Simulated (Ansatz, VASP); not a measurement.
# Ca3S4: VASP beside Ansatz

```
Ca S
1.0
     6.38434    0.00000    0.00000
     0.00000    6.38434    0.00000
     0.00000    0.00000    6.38434
Ca S
3 4
Direct
  0.00000 0.00000 0.50000
  0.00000 0.50000 0.00000
  0.50000 0.00000 0.00000
  0.25000 0.25000 0.25000
  0.25000 0.75000 0.75000
  0.75000 0.25000 0.75000
  0.75000 0.75000 0.25000
```

Change from the starting cell: ordered vacancies on the cation sites of zinc blende (P-43m, No. 215).

Alike in both runs: task single point; functional PBE; k mesh 4 × 4 × 4; occupations gaussian, width 0.1 eV; no spin polarisation.

```csv
,VASP,Ansatz
version,VASP 6.6.1,Ansatz 0.2.0
potentials or method,"VASP PAW PBE potentials, release 64 (Ca_sv, S), cutoff 520 eV","scalar-relativistic, plane waves, PAW"
valence electrons in the cell,54,54
```

VASP gave:

| Item | Value |
| --- | --- |
| gap on the k mesh at the Fermi level (eV) | none |
| pressure (GPa) | -1.2 |

Task: Estimate Ansatz's values.

Result: gap on the k mesh at the Fermi level (eV): none; pressure (GPa): -1.3.

A gap of «none» marks a metal or a gap that the smearing closes.
